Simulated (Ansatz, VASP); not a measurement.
MgO in VASP and in Ansatz

Contents of INCAR:

```
SYSTEM = MgO
  PREC = Accurate
  ENCUT = 600
  EDIFF = 1E-6
  ISMEAR = 0
  SIGMA = 0.15
  LREAL = .False.
  LASPH = .True.
  NELM = 120
  ALGO = Normal
  ISIF = 2
  LWAVE = .False.
  LCHARG = .False.
  GGA = PE
  NBANDS = 11
  GGA_COMPAT = .False.
```

File KPOINTS:

```
Automatic mesh
0
Gamma
  8 8 8
  0 0 0
```

Contents of POSCAR:

```
MgO
1.0
    0.0000000000      2.1652500000      2.1652500000
    2.1652500000      0.0000000000      2.1652500000
    2.1652500000      2.1652500000      0.0000000000
Mg O
1 1
Direct
    0.0000000000      0.0000000000      0.0000000000
    0.5000000000      0.5000000000      0.5000000000
```

Input for Ansatz:

```yaml
crystal:
  lattice:
    - [0.0, 2.16525, 2.16525]
    - [2.16525, 0.0, 2.16525]
    - [2.16525, 2.16525, 0.0]
  atoms:
    - { symbol: Mg, position: [0.0, 0.0, 0.0] }
    - { symbol: O, position: [0.5, 0.5, 0.5] }
hamiltonian:
  xc: pbe
  pseudopotentials: { kind: paw }
basis:
  ecutwfc: 420
kpoints:
  mp_grid: { grid: [8, 8, 8] }
scf:
  occupations: { method: gaussian, width: 0.15 }
  lower_state_search: "off"
  max_iter: 50
output:
  forces: true
  stress: true
```

Alike in both runs: task single point; functional PBE; k mesh 8 × 8 × 8; occupations gaussian, width 0.15 eV; no spin polarisation.

```csv
,VASP,Ansatz
version,VASP 6.6.1,Ansatz 0.2.0
potentials or method,"VASP PAW PBE potentials, release 64 (Mg, O), cutoff 600 eV","PAW, plane waves, scalar-relativistic"
valence electrons in the cell,8,16
```

Ansatz gave:

| Property | Result |
| --- | --- |
| pressure (GPa) | -7.2 |

Question: Which values does VASP return?

Answer: Pressure (GPa): -8.2.

The functional is the same, so the differences come from potentials, cutoffs and numerics. VASP's potentials hold 8 valence electrons a cell and Ansatz's 16, so a difference there can come from the potentials and not from the codes.
